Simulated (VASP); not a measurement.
# C (Fmmm) in VASP: a series of runs

C is run at these levels: PBE+D3(BJ); tasks: relaxation of shape and atoms at fixed volume.

Everything below comes from runs of VASP 6.6.1. Logs are shortened: lines on timing, memory, paths and dates and some standing lists are left out, and cuts for length are marked.

## (1) The cell of the first run

It takes space group Fmmm (No. 69, orthorhombic). Conventional cell: a = 2.499 Å, b = 4.327 Å, c = 7.279 Å, α = 90.00°, β = 90.00°, γ = 90.00°. Within 1.9 Å of C (site symmetry m2m) lie 3 C at 1.44 Å.

## (2) Relaxation of shape and atoms at fixed volume, PBE+D3(BJ) (9.84 Å³/atom)

INCAR

```
PREC     = Accurate       # precision mode
ENCUT    = 600            # plane-wave cutoff, eV
EDIFF    = 1E-6           # SCF threshold, eV
ISMEAR   = 0              # smearing method
SIGMA    = 0.1            # smearing width, eV
LREAL    = False          # projectors in reciprocal space
LASPH    = True           # aspherical terms in the spheres
NELM     = 60             # most SCF steps
ALGO     = Fast           # electronic algorithm
ISIF     = 4              # what is computed and relaxed
LWAVE    = False          # write WAVECAR
LCHARG   = False          # write CHGCAR
GGA      = PE             # functional
IVDW     = 12             # dispersion correction
IBRION   = 2              # ionic algorithm
NSW      = 50             # ionic steps
EDIFFG   = -0.01          # ionic threshold
```

KPOINTS

```
regular mesh
0
Gamma
  18 18 6
```

POSCAR

```
C
1.0
    1.2494278175     -2.1634525116      0.0000000000
    1.2494278175      2.1634525116      0.0000000000
    0.0000000000      0.0000000000      7.2792059366
C
4
Direct
    0.0833196069      0.9166803931      0.7500000000
    0.5833196069      0.4166803931      0.2500000000
    0.9166803931      0.0833196069      0.2500000000
    0.4166803931      0.5833196069      0.7500000000
```

Potentials or basis: VASP PAW PBE potentials, release 64 (C).

Launch:

```sh
cat potpaw_PBE.64/C/POTCAR > POTCAR
mpirun -np 1 vasp_std > vasp.out
```

OUTCAR:

```text
PREC = Accurate
   ENCUT = 600
   EDIFF = 1E-6
   ISMEAR = 0
   LREAL = False
   LASPH = True
   NELM = 60
   ISIF = 4
   GGA = PE
   IVDW = 12
   IBRION = 2
   NSW = 50
   EDIFFG = -0.01
 IVDW          = 12

 ion  position               nearest neighbor table
   1  0.083  0.917  0.750-   4 1.44   4 1.44   4 1.44
   2  0.583  0.417  0.250-   3 1.44   3 1.44   3 1.44
   3  0.917  0.083  0.250-   2 1.44   2 1.44   2 1.44
   4  0.417  0.583  0.750-   1 1.44   1 1.44   1 1.44

  LATTYP: Found a base centered orthorhombic cell.
 ALAT       =     2.4988556350
 B/A-ratio  =     1.7315546215
 C/A-ratio  =     2.9130157960

  Lattice vectors:

 A1 = (   1.2494278175,  -2.1634525116,   0.0000000000)
 A2 = (   1.2494278175,   2.1634525116,   0.0000000000)
 A3 = (   0.0000000000,   0.0000000000,   7.2792059366)

Analysis of symmetry for initial positions (statically):
=====================================================================
 Subroutine PRICEL returns following result:

  LATTYP: Found a face centered orthorhombic cell.
 ALAT       =     2.4988556350
 B/A-ratio  =     1.7315546215
 C/A-ratio  =     2.9130157960

  Lattice vectors:

 A1 = (   0.0000000000,  -2.1634525116,  -3.6396029683)
 A2 = (   1.2494278175,   0.0000000000,  -3.6396029683)
 A3 = (   1.2494278175,  -2.1634525116,  -0.0000000000)

   2 primitive cells build up your supercell.

 Routine SETGRP: Setting up the symmetry group for a
 base centered orthorhombic supercell.

 Subroutine GETGRP returns: Found  8 space group operations
 (whereof  4 operations were pure point group operations)
 out of a pool of  8 trial point group operations.

The static configuration has the point symmetry C_2h.
 The point group associated with its full space group is D_2h.

Analysis of symmetry for dynamics (positions and initial velocities):
=====================================================================
 Subroutine PRICEL returns following result:

  LATTYP: Found a face centered orthorhombic cell.
 ALAT       =     2.4988556350
 B/A-ratio  =     1.7315546215
 C/A-ratio  =     2.9130157960

  Lattice vectors:

 A1 = (   0.0000000000,  -2.1634525116,  -3.6396029683)
 A2 = (   1.2494278175,   0.0000000000,  -3.6396029683)
 A3 = (   1.2494278175,  -2.1634525116,  -0.0000000000)

   2 primitive cells build up your supercell.

 Routine SETGRP: Setting up the symmetry group for a
 base centered orthorhombic supercell.

 Subroutine GETGRP returns: Found  8 space group operations
 (whereof  4 operations were pure point group operations)
 out of a pool of  8 trial point group operations.

The dynamic configuration has the point symmetry C_2h.
 The point group associated with its full space group is D_2h.

 Subroutine INISYM returns: Found  8 space group operations
 (whereof  4 operations are pure point group operations),
 and found     2 'primitive' translations

----------------------------------------------------------------------------------------

                                     Primitive cell

  volume of cell :      19.6763

  direct lattice vectors                    reciprocal lattice vectors
     0.000000000 -2.163452512 -3.639602968    -0.400183182 -0.231112075 -0.137377622
     1.249427817  0.000000000 -3.639602968     0.400183182  0.231112075 -0.137377622
     1.249427817 -2.163452512 -0.000000000     0.400183182 -0.231112075  0.137377622

  length of vectors
     4.234056747  3.848087790  2.498318763     0.482112001  0.482112001  0.482112001

  position of ions in fractional coordinates (direct lattice)
     0.333319607  0.166680393  0.833319607
     0.666680393  0.833319607  0.166680393

  ion indices of the primitive-cell ions
   primitive index   ion index
                 1           1
                 2           4

----------------------------------------------------------------------------------------

 KPOINTS: regular mesh

Automatic generation of k-mesh.
 Grid dimensions read from file:
 generate k-points for:   18   18    6

 Generating k-lattice:

  Cartesian coordinates                     Fractional coordinates (reciprocal lattice)
     0.022232399 -0.012839560  0.000000000     0.055555556 -0.000000000  0.000000000
     0.022232399  0.012839560  0.000000000    -0.000000000  0.055555556  0.000000000
     0.000000000  0.000000000  0.022896270     0.000000000  0.000000000  0.166666667

  Length of vectors
     0.025673602  0.025673602  0.022896270

  Shift w.r.t. Gamma in fractional coordinates (k-lattice)
     0.000000000  0.000000000  0.000000000

 Subroutine IBZKPT returns following result:
 ===========================================

 Found    364 irreducible k-points:

 Following reciprocal coordinates:
            Coordinates               Weight
  0.000000  0.000000  0.000000      1.000000
  0.055556 -0.000000  0.000000      4.000000
  0.111111 -0.000000  0.000000      4.000000
  0.166667 -0.000000  0.000000      4.000000
  0.222222 -0.000000  0.000000      4.000000
  0.277778  0.000000  0.000000      4.000000
[... 16 lines left out ...]
 -0.277778  0.055556  0.000000      4.000000
 -0.222222  0.055556  0.000000      4.000000
 [... further k-points ...]
   k-points           NKPTS =    364   k-points in BZ     NKDIM =    364   number of bands    NBANDS=     12
   number of dos      NEDOS =    301   number of ions     NIONS =      4
   total plane-waves  NPLWV =  24000
   dimension x,y,z NGX =    20 NGY =   20 NGZ =   60
   dimension x,y,z NGXF=    40 NGYF=   40 NGZF=  120
   ions per type =               4
   NGX,Y,Z   is equivalent  to a cutoff of  13.31, 13.31, 13.70 a.u.
   NGXF,Y,Z  is equivalent  to a cutoff of  26.62, 26.62, 27.41 a.u.
 SYSTEM =  unknown system
   PREC   = accura    normal or accurate (medium, high low for compatibility)
   ISTART =      0    job   : 0-new  1-cont  2-samecut
   ICHARG =      2    charge: 1-file 2-atom 10-const
   ISPIN  =      1    spin polarized calculation?
   LNONCOLLINEAR =      F non collinear calculations
   LSORBIT =      F    spin-orbit coupling
   LASPH  =      T    aspherical Exc in radial PAW
   ENCUT  =  600.0 eV  44.10 Ry    6.64 a.u.   4.99  4.99 14.54*2*pi/ulx,y,z
   NELM   =     60;   NELMIN=  2; NELMDL= -5     # of ELM steps
   EDIFF  = 0.1E-05   stopping-criterion for ELM
   LREAL  =      F    real-space projection
   EDIFFG = -.1E-01   stopping-criterion for IOM
   NSW    =     50    number of steps for IOM
   IBRION =      2    ionic relax: 0-MD 1-quasi-New 2-CG
   NFREE  =      1    steps in history (QN), initial steepest desc. (CG)
   ISIF   =      4    stress and relaxation
   ISYM   =      2    0-nonsym 1-usesym 2-fastsym
   POTIM  = 0.5000    time-step for ionic-motion
   TEBEG  =    0.0;   TEEND  =   0.0 temperature during run
   PSTRESS=    0.0 pullay stress
   NELECT =      16.0000    total number of electrons
   NUPDOWN=      -1.0000    fix difference up-down
   EMIN   =  10.00;   EMAX   =-10.00  energy-range for DOS
   EFERMI =   0.00;   METHOD = LEGACY
   ISMEAR =     0;   SIGMA  =   0.10  broadening in eV -4-tet -1-fermi 0-gaus
   EFERMI_NEDOS =   21; number of points for ismear=-14 and -15
   IALGO  =     68    algorithm
   IMIX   =      4    mixing-type and parameters
     AMIX     =   0.40;   BMIX     =  1.00
     AMIX_MAG =   1.60;   BMIX_MAG =  1.00
  volume/ion in A,a.u.               =       9.84        66.39
  Fermi-wavevector in a.u.,A,eV,Ry     =   1.212804  2.291867 20.012724  1.470894
  Thomas-Fermi vector in A             =   2.348276
   LORBIT       =      0    0 simple, 1 ext, 2 COOP (PROOUT), +10 PAW based schemes
   GGA     = PE    functional components
   LHFCALC =     F    Hartree Fock is set to
   AEXX    =    0.0000 exact exchange contribution
   IVDW    =    12    specifies the selected vdW correction
   LEPSILON=     F    determine dielectric tensor
   LRPA    =     F    only Hartree local field effects (RPA)
 conjugate gradient relaxation of ions
 non-spin polarized calculation
 RMM-DIIS sequential band-by-band and
 Gauss-broadening in eV      SIGMA  =   0.10
  energy-cutoff  :      600.00
  volume of cell :       39.35
 maximum number of plane-waves:      1342
   NGX =  9   NGY =  9   NGZ = 29

--------------------------------------- Ionic step        1  -------------------------------------------

 number of electron      16.0000000 magnetization

 Free energy of the ion-electron system (eV)
  ---------------------------------------------------
  ext. energy  EPLUGINS =         0.00000000
  ---------------------------------------------------
  free energy    TOTEN  =       -36.85253625 eV

  energy without entropy =      -36.85208454  energy(sigma->0) =      -36.85231040

------------------------ aborting loop because EDIFF is reached ----------------------------------------

 Edisp (eV)   -0.56227

 E8    (eV) :    -0.1577

  FORCE on cell =-STRESS in cart. coord.  units (eV):
  Direction    XX          YY          ZZ          XY          YZ          ZX
  --------------------------------------------------------------------------------------
  -------------------------------------------------------------------------------------
  Total      -3.67608    -3.67241    -0.41472     0.00000     0.00000     0.00000
  in kB    -149.66598  -149.51646   -16.88485     0.00000     0.00000     0.00000
  external pressure =     -105.36 kB  Pullay stress =        0.00 kB
[... 65 lines left out ...]
  energy  without entropy=      -37.4518521476  energy(sigma->0) =      -37.45211758

--------------------------------------- Ionic step        3  -------------------------------------------

 number of electron      15.9999999 magnetization

 Free energy of the ion-electron system (eV)
  ---------------------------------------------------
  ext. energy  EPLUGINS =         0.00000000
  ---------------------------------------------------
  free energy    TOTEN  =       -36.90154874 eV

  energy without entropy =      -36.90102734  energy(sigma->0) =      -36.90128804

 E-fermi :   3.7751     XC(G=0):  -9.5949

 val. band max:        3.7164662058   @ k =   0.3333   0.3333   0.3333
 cond. band min:       3.7766246515   @ k =   0.3333   0.3333   0.5000
 fundamental gap:      0.0601584458
 Fermi energy:         3.7751138920

 k-point     1 :       0.0000    0.0000    0.0000
  band No.  band energies     occupation
      1     -15.7603      2.00000
      2     -15.6328      2.00000
      3      -4.3344      2.00000
      4      -3.2143      2.00000
      5       0.7354      2.00000
      6       0.7421      2.00000
      7       0.7458      2.00000
      8       0.7472      2.00000
      9       7.3917      0.00000
     10      12.0490      0.00000
     11      12.0630      0.00000
     12      12.0801      0.00000
[... 331 lines left out ...]
 k-point    24 :      -0.2222    0.0556    0.0000
  band No.  band energies     occupation
      1     -14.8152      2.00000
      2     -14.6959      2.00000
      3      -3.1975      2.00000
      4      -2.2689      2.00000
      5      -2.2449      2.00000
      6      -2.1285      2.00000
      7      -0.8816      2.00000
      8      -0.8754      2.00000
      9       8.5896      0.00000
     10      12.2411      0.00000
     11      12.2613      0.00000
     12      12.2915      0.00000

 [... further k-points ...]

------------------------ aborting loop because EDIFF is reached ----------------------------------------

 Edisp (eV)   -0.55144

 E8    (eV) :    -0.1543

  FORCE on cell =-STRESS in cart. coord.  units (eV):
  Direction    XX          YY          ZZ          XY          YZ          ZX
  --------------------------------------------------------------------------------------
  -------------------------------------------------------------------------------------
  Total      -0.48425    -0.47278    -0.48263     0.00000    -0.00000     0.00000
  in kB     -19.71550   -19.24843   -19.64934     0.00000    -0.00000     0.00000
  external pressure =      -19.54 kB  Pullay stress =        0.00 kB
[... 19 lines left out ...]
  FREE ENERGIE OF THE ION-ELECTRON SYSTEM (eV)
  ---------------------------------------------------
  free  energy   TOTEN  =       -37.4529872614 eV

  energy  without entropy=      -37.4524658642  energy(sigma->0) =      -37.45272656

 reached required accuracy - stopping structural energy minimisation
```

It took 8.4 min on 1 thread of Oxide Virtual Turin-like, shared host; peak memory 0.26 GiB.

Results:

- Free energy: -37.4530 eV
- Energy gained by relaxing: 9.5 meV/atom
- Ionic steps: 3
- Pressure after relaxing: -2.0 GPa
- Band gap on the k mesh: zero (filled and empty bands touch)
- Dispersion energy per atom: -0.138 eV

Step by step:
| step | energy change (eV) | largest force (eV/Å) | pressure (GPa) | volume (Å³) |
| --- | --- | --- | --- | --- |
| 1 | 0.0000 | 0.0006 | -10.54 | 39.35 |
| 2 | -0.0376 | 0.0014 | -0.83 | 39.35 |
| 3 | -0.0382 | 0.0012 | -1.95 | 39.35 |

Final structure:
```cif
data_structure
_symmetry_space_group_name_H-M 'P 1'
_symmetry_Int_Tables_number 1
_cell_length_a 2.4696
_cell_length_b 2.4696
_cell_length_c 7.4494
_cell_angle_alpha 90.000
_cell_angle_beta 90.000
_cell_angle_gamma 119.988
_cell_volume 39.35
loop_
_atom_site_label
_atom_site_type_symbol
_atom_site_fract_x
_atom_site_fract_y
_atom_site_fract_z
_atom_site_occupancy
C1 C 0.08333 0.91667 0.75000 1
C2 C 0.58333 0.41667 0.25000 1
C3 C 0.91667 0.08333 0.25000 1
C4 C 0.41667 0.58333 0.75000 1
```

(Part 1 of 2 ends here.)

The gap in the log of VASP goes by the Fermi energy; the results here count the filled bands.